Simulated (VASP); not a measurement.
Wanted: the native input for a VASP 6.6.1 run.

- Task: single point
- Functional: PBE
- Potentials or basis: VASP PAW PBE potentials, release 64 (Cu, O)
- Cutoff: 520 eV
- k mesh: 4 × 4 × 2
- Occupations: gaussian, width 0.1 eV
- Spin: no spin polarisation
- Dipole correction: no
- Further INCAR settings: ALGO = Normal; EDIFF = 1e-06; NBANDS = 25

The structure of CuO lies in POSCAR:

```
CuO
1.0
    2.3446500000     -1.7134000000      0.0000000000
    2.3446500000      1.7134000000      0.0000000000
   -0.8605500000      0.0000000000      5.0594400000
Cu O
2 2
Direct
    0.0032000000      0.4968000000      0.0000000000
    0.4968000000      0.0032000000      0.5000000000
    0.5714000000      0.4056000000      0.2537000000
    0.4056000000      0.5714000000      0.7537000000
```

These files were run (other wordings do the same):

INCAR

```
PREC = Accurate
ENCUT = 520
EDIFF = 1E-6
ISMEAR = 0
SIGMA = 0.1
LREAL = F
LASPH = T
NELM = 60
ALGO = Normal
ISIF = 2
LWAVE = F
LCHARG = T
GGA = PE
LELF = T
LVHAR = T
NBANDS = 25
```

KPOINTS

```
Automatic mesh
0
Gamma
  4 4 2
```

Potentials or basis: VASP PAW PBE potentials, release 64 (Cu, O).

The run is started by

```console
$ cat potpaw_PBE.64/Cu/POTCAR potpaw_PBE.64/O/POTCAR > POTCAR
$ mpirun -np 1 vasp_std > vasp.out
```

Results of the run:

```
Pressure               : 6.3 GPa
Largest force          : 0.797 eV/Å
Band gap on the k mesh : zero (bands 17 and 18 overlap by 0.68 eV)
```

Caveat: the k points lie up to 0.62 Å⁻¹ apart, too coarse for converged energies and pressures of a metal; semilocal functionals often make such compounds metallic where correlation or magnetic order opens a gap, which also shifts bond lengths.

Run time: 7.6 s on 1 thread of Intel(R) Xeon(R) 6975P-C (Granite Rapids), on a shared host, peak memory 0.15 GiB.
